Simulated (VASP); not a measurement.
# GeCl2 (Fm-3m) in VASP: notebook

Runs on GeCl2. Level: PBE. Tasks: single point.

Everything below comes from runs of VASP 6.6.1. Logs are shortened: lines on timing, memory, paths and dates and some standing lists are left out, and cuts for length are marked.

### Step 1. The cell of the first run

It takes space group Fm-3m (No. 225, cubic). Conventional cell: a = 6.414 Å, b = 6.414 Å, c = 6.414 Å, α = 90.00°, β = 90.00°, γ = 90.00°. Within 3.7 Å of Ge (site symmetry m-3m) lie 8 Cl at 2.78 Å. Cl (site symmetry -43m) has 4 Ge at 2.78 Å and 6 Cl at 3.21 Å within 3.7 Å.

### Step 2. Single point, PBE (21.99 Å³/atom)

The input, INCAR:

```
SYSTEM = GeCl2
  PREC = Accurate
  ENCUT = 520
  EDIFF = 1E-7
  ISMEAR = 0
  SIGMA = 0.02
  LREAL = .False.
  LASPH = .True.
  NELM = 60
  ALGO = Normal
  ISIF = 2
  LWAVE = .False.
  LCHARG = .False.
  GGA = PE
  NBANDS = 21
```

The input, KPOINTS:

```
Automatic mesh
0
Gamma
  6 6 6
  0 0 0
```

The input, POSCAR:

```
GeCl2
1.0
    0.0000000000      3.2071947297      3.2071947297
    3.2071947297      0.0000000000      3.2071947297
    3.2071947297      3.2071947297      0.0000000000
Ge Cl
1 2
Direct
    0.0000000000      0.0000000000      0.0000000000
    0.2500000000      0.2500000000      0.2500000000
    0.7500000000      0.7500000000      0.7500000000
```

Potentials or basis: VASP PAW PBE potentials, release 64 (Ge_d, Cl).

On the command line:

```console
cat potpaw_PBE.64/Ge_d/POTCAR potpaw_PBE.64/Cl/POTCAR > POTCAR
mpirun -np 1 vasp_std > vasp.out
```

OUTCAR:

```text
SYSTEM = GeCl2
   PREC = Accurate
   ENCUT = 520
   EDIFF = 1E-7
   ISMEAR = 0
   LREAL = .False.
   LASPH = .True.
   NELM = 60
   ISIF = 2
   GGA = PE

 ion  position               nearest neighbor table
   1  0.000  0.000  0.000-   3 2.78   3 2.78   3 2.78   2 2.78   3 2.78   2 2.78   2 2.78   2 2.78

   2  0.250  0.250  0.250-   1 2.78   1 2.78   1 2.78   1 2.78
   3  0.750  0.750  0.750-   1 2.78   1 2.78   1 2.78   1 2.78

  LATTYP: Found a face centered cubic cell.
 ALAT       =     6.4143894594

  Lattice vectors:

 A1 = (   0.0000000000,   3.2071947297,   3.2071947297)
 A2 = (   3.2071947297,   0.0000000000,   3.2071947297)
 A3 = (   3.2071947297,   3.2071947297,   0.0000000000)

Analysis of symmetry for initial positions (statically):
=====================================================================
 Subroutine PRICEL returns:
 Original cell was already a primitive cell.

 Routine SETGRP: Setting up the symmetry group for a
 face centered cubic supercell.

 Subroutine GETGRP returns: Found 48 space group operations
 (whereof 48 operations were pure point group operations)
 out of a pool of 48 trial point group operations.

The static configuration has the point symmetry O_h .

Analysis of symmetry for dynamics (positions and initial velocities):
=====================================================================
 Subroutine PRICEL returns:
 Original cell was already a primitive cell.

 Routine SETGRP: Setting up the symmetry group for a
 face centered cubic supercell.

 Subroutine GETGRP returns: Found 48 space group operations
 (whereof 48 operations were pure point group operations)
 out of a pool of 48 trial point group operations.

The dynamic configuration has the point symmetry O_h .

 Subroutine INISYM returns: Found 48 space group operations
 (whereof 48 operations are pure point group operations),
 and found     1 'primitive' translations

----------------------------------------------------------------------------------------

                                     Primitive cell

  volume of cell :      65.9790

  direct lattice vectors                    reciprocal lattice vectors
     0.000000000  3.207194730  3.207194730    -0.155899483  0.155899483  0.155899483
     3.207194730  0.000000000  3.207194730     0.155899483 -0.155899483  0.155899483
     3.207194730  3.207194730  0.000000000     0.155899483  0.155899483 -0.155899483

  length of vectors
     4.535658284  4.535658284  4.535658284     0.270025825  0.270025825  0.270025825

  position of ions in fractional coordinates (direct lattice)
[... 72 lines left out ...]
   EDIFF  = 0.1E-06   stopping-criterion for ELM
   LREAL  =      F    real-space projection
   EDIFFG = 0.1E-05   stopping-criterion for IOM
   NSW    =      0    number of steps for IOM
   IBRION =     -1    ionic relax: 0-MD 1-quasi-New 2-CG
   NFREE  =      0    steps in history (QN), initial steepest desc. (CG)
   ISIF   =      2    stress and relaxation
   ISYM   =      2    0-nonsym 1-usesym 2-fastsym
   POTIM  = 0.5000    time-step for ionic-motion
   TEBEG  =    0.0;   TEEND  =   0.0 temperature during run
   PSTRESS=    0.0 pullay stress
   NELECT =      28.0000    total number of electrons
   NUPDOWN=      -1.0000    fix difference up-down
   EMIN   =  10.00;   EMAX   =-10.00  energy-range for DOS
   EFERMI =   0.00;   METHOD = LEGACY
   ISMEAR =     0;   SIGMA  =   0.02  broadening in eV -4-tet -1-fermi 0-gaus
   EFERMI_NEDOS =   21; number of points for ismear=-14 and -15
   IALGO  =     38    algorithm
   IMIX   =      4    mixing-type and parameters
     AMIX     =   0.40;   BMIX     =  1.00
     AMIX_MAG =   1.60;   BMIX_MAG =  1.00
  volume/ion in A,a.u.               =      21.99       148.42
  Fermi-wavevector in a.u.,A,eV,Ry     =   1.230247  2.324829 20.592509  1.513507
  Thomas-Fermi vector in A             =   2.365103
   LORBIT       =      0    0 simple, 1 ext, 2 COOP (PROOUT), +10 PAW based schemes
   GGA     = PE    functional components
   LHFCALC =     F    Hartree Fock is set to
   AEXX    =    0.0000 exact exchange contribution
   IVDW    =     0    specifies the selected vdW correction
   LEPSILON=     F    determine dielectric tensor
   LRPA    =     F    only Hartree local field effects (RPA)
 non-spin polarized calculation
 Gauss-broadening in eV      SIGMA  =   0.02
  energy-cutoff  :      520.00
  volume of cell :       65.98
 maximum number of plane-waves:      1807
 NGX is ok and might be reduce to    36
   NGX = 17   NGY = 17   NGZ = 17

 number of electron      28.0000009 magnetization

 Free energy of the ion-electron system (eV)
  ---------------------------------------------------
  ext. energy  EPLUGINS =         0.00000000
  ---------------------------------------------------
  free energy    TOTEN  =        -9.96855111 eV

  energy without entropy =       -9.96855111  energy(sigma->0) =       -9.96855111

 E-fermi :   2.9060     XC(G=0):  -9.3998

 val. band max:        2.7788669751   @ k =   0.5000   0.0000   0.0000
 cond. band min:       5.2340633170   @ k =   0.1667   0.1667   0.0000
 fundamental gap:      2.4551963418
 Fermi energy:         2.9059769875

 k-point     1 :       0.0000    0.0000    0.0000
  band No.  band energies     occupation
      1     -21.3093      2.00000
      2     -21.3092      2.00000
      3     -21.3092      2.00000
      4     -21.3079      2.00000
      5     -21.3079      2.00000
      6     -12.4693      2.00000
[... 373 lines left out ...]
     20      13.4377      0.00000
     21      14.1833      0.00000

------------------------ aborting loop because EDIFF is reached ----------------------------------------

  FORCE on cell =-STRESS in cart. coord.  units (eV):
  Direction    XX          YY          ZZ          XY          YZ          ZX
  --------------------------------------------------------------------------------------
  -------------------------------------------------------------------------------------
  Total        2.0694975      2.0694975      2.0694975      0.0000000     -0.0000000      0.0000000
  in kB       50.2538695     50.2538695     50.2538695      0.0000000     -0.0000000      0.0000000
  external PRESSURE =      50.2538695 kB  Pullay stress =       0.0000000 kB

 VOLUME and BASIS-vectors are now :
 -----------------------------------------------------------------------------
  energy-cutoff  :      520.00
  volume of cell :       65.98
      direct lattice vectors                 reciprocal lattice vectors
     0.000000000  3.207194730  3.207194730    -0.155899483  0.155899483  0.155899483
     3.207194730  0.000000000  3.207194730     0.155899483 -0.155899483  0.155899483
     3.207194730  3.207194730  0.000000000     0.155899483  0.155899483 -0.155899483

 POSITION                                       TOTAL-FORCE (eV/Angst)
 -----------------------------------------------------------------------------------
      0.00000      0.00000      0.00000        -0.000000      0.000000     -0.000000
      1.60360      1.60360      1.60360        -0.000000     -0.000000     -0.000000
      4.81079      4.81079      4.81079         0.000000      0.000000      0.000000
 -----------------------------------------------------------------------------------
    total drift:                               -0.000000      0.000000      0.000000

  FREE ENERGIE OF THE ION-ELECTRON SYSTEM (eV)
  ---------------------------------------------------
  free  energy   TOTEN  =        -9.9685511103 eV

  energy  without entropy=       -9.9685511103  energy(sigma->0) =       -9.96855111
```

OSZICAR:

```text
N       E                     dE             d eps       ncg     rms          rms(c)
DAV:   1     0.237202799141E+03    0.23720E+03   -0.13310E+04   818   0.249E+03
DAV:   2     0.226889194753E+02   -0.21451E+03   -0.20356E+03   767   0.632E+02
DAV:   3    -0.905756184886E+01   -0.31746E+02   -0.31343E+02   757   0.134E+02
DAV:   4    -0.104275820290E+02   -0.13700E+01   -0.13680E+01   807   0.317E+01
DAV:   5    -0.104662686852E+02   -0.38687E-01   -0.38682E-01   834   0.569E+00    0.607E+00
DAV:   6    -0.997937847347E+01    0.48689E+00   -0.11609E+00   916   0.692E+00    0.358E+00
DAV:   7    -0.996456864809E+01    0.14810E-01   -0.25445E-01   874   0.249E+00    0.189E+00
DAV:   8    -0.997018066461E+01   -0.56120E-02   -0.43500E-02   890   0.215E+00    0.357E-01
DAV:   9    -0.996826058650E+01    0.19201E-02   -0.76922E-03   977   0.850E-01    0.621E-02
DAV:  10    -0.996848629759E+01   -0.22571E-03   -0.73218E-04   802   0.173E-01    0.510E-02
DAV:  11    -0.996854783574E+01   -0.61538E-04   -0.56749E-05   787   0.477E-02    0.280E-02
DAV:  12    -0.996855048153E+01   -0.26458E-05   -0.13074E-05   827   0.512E-02    0.108E-02
DAV:  13    -0.996855127392E+01   -0.79239E-06   -0.45584E-06   777   0.228E-02    0.194E-03
DAV:  14    -0.996855110720E+01    0.16672E-06   -0.64974E-07   812   0.102E-02    0.924E-04
DAV:  15    -0.996855111033E+01   -0.31214E-08   -0.27092E-08   557   0.133E-03
   1 F= -.99685511E+01 E0= -.99685511E+01  d E =-.599612E-21
```

Run time: 24 s. Hardware: 1 thread of Intel Xeon Platinum 8488C (Sapphire Rapids), shared host; peak memory 0.2 GiB.

What came out:

* Free energy: -9.9686 eV
* Pressure: 5.0 GPa
* Band gap on the k mesh: 2.46 eV (least direct gap 3.37 eV)

Levels at points of the mesh, in eV from the valence-band top:
| k point | band 10 | band 11 | band 12 | band 13 | band 14 | band 15 | band 16 | band 17 | band 18 | band 19 |
| --- | --- | --- | --- | --- | --- | --- | --- | --- | --- | --- |
| (0.00, 0.00, 0.00) | -3.09 | -3.09 | -1.70 | -1.70 | -1.70 | 2.68 | 2.68 | 2.68 | 8.00 | 8.00 |
| (0.50, 0.00, 0.00) | -3.12 | -3.08 | -2.37 | -2.37 | 0.00 | 4.32 | 4.32 | 5.08 | 8.78 | 9.66 |
| (0.50, 0.50, 0.00) | -4.42 | -1.43 | -0.77 | -0.77 | -0.38 | 2.99 | 5.44 | 5.44 | 7.56 | 10.06 |

Caveat: the cell stands under pressure. A k mesh can miss the band edges.

### Step 3. Single point, PBE (22.72 Å³/atom)

This run uses another cell than the first one, of 22.72 Å³/atom.

The input, INCAR:

```
PREC = Accurate ; ENCUT = 520
EDIFF = 1E-6 ; ISMEAR = 0
SIGMA = 0.02 ; LREAL = F
LASPH = T ; NELM = 80
ALGO = Normal ; ISIF = 2
LWAVE = F ; LCHARG = F
GGA = PE ; NBANDS = 21
```

The input, KPOINTS:

```
regular mesh
0
Gamma
  6 6 6
```

The input, POSCAR:

```
GeCl2
1.0
    0.0000000000      3.2420582734      3.2420582734
    3.2420582734      0.0000000000      3.2420582734
    3.2420582734      3.2420582734      0.0000000000
Ge Cl
1 2
Direct
    0.0000000000      0.0000000000      0.0000000000
    0.2500000000      0.2500000000      0.2500000000
    0.7500000000      0.7500000000      0.7500000000
```

Potentials or basis: VASP PAW PBE potentials, release 64 (Ge_d, Cl).

On the command line:

```console
cat potpaw_PBE.64/Ge_d/POTCAR potpaw_PBE.64/Cl/POTCAR > POTCAR
mpirun -np 1 vasp_std > vasp.out
```

OUTCAR:

```text
PREC = Accurate
   ENCUT = 520
   EDIFF = 1E-6
   ISMEAR = 0
   LREAL = F
   LASPH = T
   NELM = 80
   ISIF = 2
   GGA = PE

 ion  position               nearest neighbor table
   1  0.000  0.000  0.000-
   2  0.250  0.250  0.250-
   3  0.750  0.750  0.750-

  LATTYP: Found a face centered cubic cell.
 ALAT       =     6.4841165468

  Lattice vectors:

 A1 = (   0.0000000000,   3.2420582734,   3.2420582734)
 A2 = (   3.2420582734,   0.0000000000,   3.2420582734)
 A3 = (   3.2420582734,   3.2420582734,   0.0000000000)

Analysis of symmetry for initial positions (statically):
=====================================================================
 Subroutine PRICEL returns:
 Original cell was already a primitive cell.

 Routine SETGRP: Setting up the symmetry group for a
 face centered cubic supercell.

 Subroutine GETGRP returns: Found 48 space group operations
 (whereof 48 operations were pure point group operations)
 out of a pool of 48 trial point group operations.

The static configuration has the point symmetry O_h .

Analysis of symmetry for dynamics (positions and initial velocities):
=====================================================================
 Subroutine PRICEL returns:
 Original cell was already a primitive cell.

 Routine SETGRP: Setting up the symmetry group for a
 face centered cubic supercell.

 Subroutine GETGRP returns: Found 48 space group operations
 (whereof 48 operations were pure point group operations)
 out of a pool of 48 trial point group operations.

The dynamic configuration has the point symmetry O_h .

 Subroutine INISYM returns: Found 48 space group operations
[... 101 lines left out ...]
   NELECT =      28.0000    total number of electrons
   NUPDOWN=      -1.0000    fix difference up-down
   EMIN   =  10.00;   EMAX   =-10.00  energy-range for DOS
   EFERMI =   0.00;   METHOD = LEGACY
   ISMEAR =     0;   SIGMA  =   0.02  broadening in eV -4-tet -1-fermi 0-gaus
   EFERMI_NEDOS =   21; number of points for ismear=-14 and -15
   IALGO  =     38    algorithm
   IMIX   =      4    mixing-type and parameters
     AMIX     =   0.40;   BMIX     =  1.00
     AMIX_MAG =   1.60;   BMIX_MAG =  1.00
  volume/ion in A,a.u.               =      22.72       153.31
  Fermi-wavevector in a.u.,A,eV,Ry     =   1.217017  2.299829 20.152007  1.481131
  Thomas-Fermi vector in A             =   2.352352
   LORBIT       =      0    0 simple, 1 ext, 2 COOP (PROOUT), +10 PAW based schemes
   GGA     = PE    functional components
   LHFCALC =     F    Hartree Fock is set to
   AEXX    =    0.0000 exact exchange contribution
   IVDW    =     0    specifies the selected vdW correction
   LEPSILON=     F    determine dielectric tensor
   LRPA    =     F    only Hartree local field effects (RPA)
 non-spin polarized calculation
 Gauss-broadening in eV      SIGMA  =   0.02
  energy-cutoff  :      520.00
  volume of cell :       68.15
 maximum number of plane-waves:      1853
 NGX is ok and might be reduce to    36
   NGX = 17   NGY = 17   NGZ = 17

 number of electron      28.0000006 magnetization

 Free energy of the ion-electron system (eV)
  ---------------------------------------------------
  ext. energy  EPLUGINS =         0.00000000
  ---------------------------------------------------
  free energy    TOTEN  =       -10.02406839 eV

  energy without entropy =      -10.02406839  energy(sigma->0) =      -10.02406839

 E-fermi :   2.5492     XC(G=0):  -9.2473

 val. band max:        2.3741379350   @ k =   0.5000   0.0000   0.0000
 cond. band min:       4.9174173120   @ k =   0.1667   0.1667   0.0000
 fundamental gap:      2.5432793770
 Fermi energy:         2.5491655851

 k-point     1 :       0.0000    0.0000    0.0000
  band No.  band energies     occupation
      1     -21.6997      2.00000
      2     -21.6997      2.00000
      3     -21.6997      2.00000
      4     -21.6993      2.00000
      5     -21.6993      2.00000
      6     -12.5941      2.00000
[... 373 lines left out ...]
     20      13.1144      0.00000
     21      13.7957      0.00000

------------------------ aborting loop because EDIFF is reached ----------------------------------------

  FORCE on cell =-STRESS in cart. coord.  units (eV):
  Direction    XX          YY          ZZ          XY          YZ          ZX
  --------------------------------------------------------------------------------------
  -------------------------------------------------------------------------------------
  Total        1.2698897      1.2698897      1.2698897     -0.0000000     -0.0000000     -0.0000000
  in kB       29.8527366     29.8527366     29.8527366     -0.0000000     -0.0000000     -0.0000000
  external PRESSURE =      29.8527366 kB  Pullay stress =       0.0000000 kB

 VOLUME and BASIS-vectors are now :
 -----------------------------------------------------------------------------
  energy-cutoff  :      520.00
  volume of cell :       68.15
      direct lattice vectors                 reciprocal lattice vectors
     0.000000000  3.242058273  3.242058273    -0.154223014  0.154223014  0.154223014
     3.242058273  0.000000000  3.242058273     0.154223014 -0.154223014  0.154223014
     3.242058273  3.242058273  0.000000000     0.154223014  0.154223014 -0.154223014

 POSITION                                       TOTAL-FORCE (eV/Angst)
 -----------------------------------------------------------------------------------
      0.00000      0.00000      0.00000        -0.000000      0.000000      0.000000
      1.62103      1.62103      1.62103         0.000000      0.000000      0.000000
      4.86309      4.86309      4.86309        -0.000000     -0.000000     -0.000000
 -----------------------------------------------------------------------------------
    total drift:                               -0.000000      0.000000      0.000000

  FREE ENERGIE OF THE ION-ELECTRON SYSTEM (eV)
  ---------------------------------------------------
  free  energy   TOTEN  =       -10.0240683861 eV

  energy  without entropy=      -10.0240683861  energy(sigma->0) =      -10.02406839
```

OSZICAR:

```text
N       E                     dE             d eps       ncg     rms          rms(c)
DAV:   1     0.242384188538E+03    0.24238E+03   -0.13541E+04   841   0.246E+03
DAV:   2     0.218428170150E+02   -0.22054E+03   -0.20887E+03   792   0.631E+02
DAV:   3    -0.925928545995E+01   -0.31102E+02   -0.30788E+02   772   0.133E+02
DAV:   4    -0.105313655954E+02   -0.12721E+01   -0.12700E+01   807   0.305E+01
DAV:   5    -0.105681279774E+02   -0.36762E-01   -0.36759E-01   881   0.545E+00    0.570E+00
DAV:   6    -0.100370774982E+02    0.53105E+00   -0.12749E+00   936   0.710E+00    0.334E+00
DAV:   7    -0.100201590984E+02    0.16918E-01   -0.26722E-01   884   0.251E+00    0.184E+00
DAV:   8    -0.100259163741E+02   -0.57573E-02   -0.47126E-02   909   0.219E+00    0.369E-01
DAV:   9    -0.100237613767E+02    0.21550E-02   -0.86599E-03   946   0.856E-01    0.697E-02
DAV:  10    -0.100240000797E+02   -0.23870E-03   -0.84013E-04   807   0.184E-01    0.519E-02
DAV:  11    -0.100240646743E+02   -0.64595E-04   -0.64103E-05   780   0.498E-02    0.308E-02
DAV:  12    -0.100240676959E+02   -0.30217E-05   -0.12363E-05   813   0.473E-02    0.123E-02
DAV:  13    -0.100240683861E+02   -0.69022E-06   -0.55753E-06   762   0.258E-02
   1 F= -.10024068E+02 E0= -.10024068E+02  d E =-.114520E-36
```

stdout:

```text
POSCAR found type information on POSCAR GeCl
 POSCAR found :  2 types and       3 ions
 scaLAPACK will be used
 LDA part: xc-table for (Slater+PW92), standard interpolation
 POSCAR, INCAR and KPOINTS ok, starting setup
 FFT: planning ... GRIDC
 FFT: planning ... GRID_SOFT
 FFT: planning ... GRID
 WAVECAR not read
 entering main loop
```

Run time: 22 s. Hardware: 1 thread of Intel Xeon Platinum 8488C (Sapphire Rapids), shared host; peak memory 0.2 GiB.

Results:

| Quantity | Value |
| --- | --- |
| Free energy | -10.0241 eV |
| Pressure | 3.0 GPa |
| Band gap on the k mesh | 2.54 eV (least direct gap 3.27 eV) |

Levels at points of the mesh, in eV from the valence-band top:
```
           k point  band 10  band 11  band 12  band 13  band 14  band 15  band 16  band 17  band 18  band 19
(0.00, 0.00, 0.00)    -2.87    -2.87    -1.55    -1.55    -1.55     2.77     2.77     2.77     8.16     8.16
(0.50, 0.00, 0.00)    -2.90    -2.88    -2.18    -2.18     0.00     4.30     4.30     4.97     8.88     9.74
(0.50, 0.50, 0.00)    -4.15    -1.35    -0.66    -0.66    -0.30     2.97     5.36     5.36     7.62    10.20
```

(Part 1 of 2 ends here.)
